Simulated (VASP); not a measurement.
Input of a VASP 6.6.1 run:

File INCAR:

```
PREC     = Accurate       # precision mode
ENCUT    = 600            # plane-wave cutoff, eV
EDIFF    = 1E-6           # SCF threshold, eV
ISMEAR   = -1             # smearing method
SIGMA    = 0.02           # smearing width, eV
LREAL    = F              # projectors in reciprocal space
LASPH    = T              # aspherical terms in the spheres
NELM     = 80             # most SCF steps
ALGO     = Normal         # electronic algorithm
ISIF     = 3              # what is computed and relaxed
LWAVE    = F              # write WAVECAR
LCHARG   = F              # write CHGCAR
GGA      = PS             # functional
IBRION   = 2              # ionic algorithm
NSW      = 80             # ionic steps
EDIFFG   = -0.005         # ionic threshold
```

Contents of KPOINTS:

```
regular mesh
0
Gamma
  6 6 6
```

File POSCAR:

```
CuI
1.0
    3.6494671566      0.0000000000      0.0000000000
    0.0000000000      3.6494671566      0.0000000000
    0.0000000000      0.0000000000      3.6494671566
Cu I
1 1
Direct
    0.0000000000      0.0000000000      0.0000000000
    0.5000000000      0.5000000000      0.5000000000
```

Potentials or basis: VASP PAW PBE potentials, release 64 (Cu, I).

Run with:

```bash
$ cat potpaw_PBE.64/Cu/POTCAR potpaw_PBE.64/I/POTCAR > POTCAR
$ mpirun -np 1 vasp_std > vasp.out
```

Q: Estimate the relaxed cell.

A: a = 3.558 Å, b = 3.558 Å, c = 3.558 Å, α = 90.00°, β = 90.00°, γ = 90.00°.

Q: What does it give for the space group after relaxing (to 0.05 Å)?

A: Pm-3m (No. 221).

Q: Predict the band gap on the k mesh.

A: Zero (band 9 reaches 6.66 eV, above the bottom of band 10 at 6.09 eV).

Q: Estimate the relaxed volume.

A: 22.51 Å³/atom.

Step by step:
| step | energy change (eV) | largest force (eV/Å) | pressure (GPa) | volume (Å³) |
| --- | --- | --- | --- | --- |
| 1 | 0.0000 | 0.0000 | -3.03 | 48.61 |
| 2 | -0.0384 | 0.0000 | -0.44 | 45.44 |
| 3 | -0.0390 | 0.0000 | -0.14 | 45.11 |
| 4 | -0.0390 | 0.0000 | 0.07 | 44.96 |
| 5 | -0.0390 | 0.0000 | 0.01 | 45.03 |

Caveat: the PAW data sets were made with another functional, which shifts forces and pressure a little; spin-orbit coupling is left out, which moves the levels of the heavy elements; semilocal functionals often make such compounds metallic where correlation or magnetic order opens a gap, which also shifts bond lengths.
